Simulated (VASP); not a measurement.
Input of a VASP 6.6.1 run:

INCAR

```
PREC = Accurate
ENCUT = 600
EDIFF = 1E-6
ISMEAR = 0
SIGMA = 0.15
LREAL = False
LASPH = True
NELM = 120
ALGO = Normal
ISIF = 2
LWAVE = False
LCHARG = True
GGA = PE
LELF = True
LVHAR = True
NBANDS = 26
GGA_COMPAT = False
```

KPOINTS

```
regular mesh
0
Gamma
  3 3 4
```

File POSCAR:

```
Be2ZnO3
1.0
    4.3333809520     -2.0486532343     -0.1541905339
    4.3333809520      2.0486532343     -0.1541905339
   -0.6647503806      0.0000000000      3.0902723984
Be Zn O
2 1 3
Direct
    0.3421029728      0.3421029728      0.6141781980
    0.6578970272      0.6578970272      0.3858218020
    0.0000000000      0.0000000000      0.0000000000
    0.1638798282      0.1638798282      0.5731067570
    0.5000000000      0.5000000000      0.0000000000
    0.8361201718      0.8361201718      0.4268932430
```

Potentials or basis: VASP PAW PBE potentials, release 64 (Be, Zn, O).

Command:

```console
$ cat potpaw_PBE.64/Be/POTCAR potpaw_PBE.64/Zn/POTCAR potpaw_PBE.64/O/POTCAR > POTCAR
$ mpirun -np 1 vasp_std > vasp.out
```

Estimate the largest force.

0.111 eV/Å.

Predict the pressure.

0.4 GPa.

Estimate the band gap on the k mesh.

2.88 eV (least direct gap 3.07 eV).

Forces on the atoms (eV/Å):
```
Be   0.045  0.000  0.024
Be  -0.045  0.000 -0.024
Zn   0.000  0.000  0.000
O    0.103  0.000  0.042
O    0.000  0.000  0.000
O   -0.103  0.000 -0.042
```

Caveat: the k points lie up to 0.57 Å⁻¹ apart; an odd mesh through Γ misses points on the zone boundary, where band edges can lie.
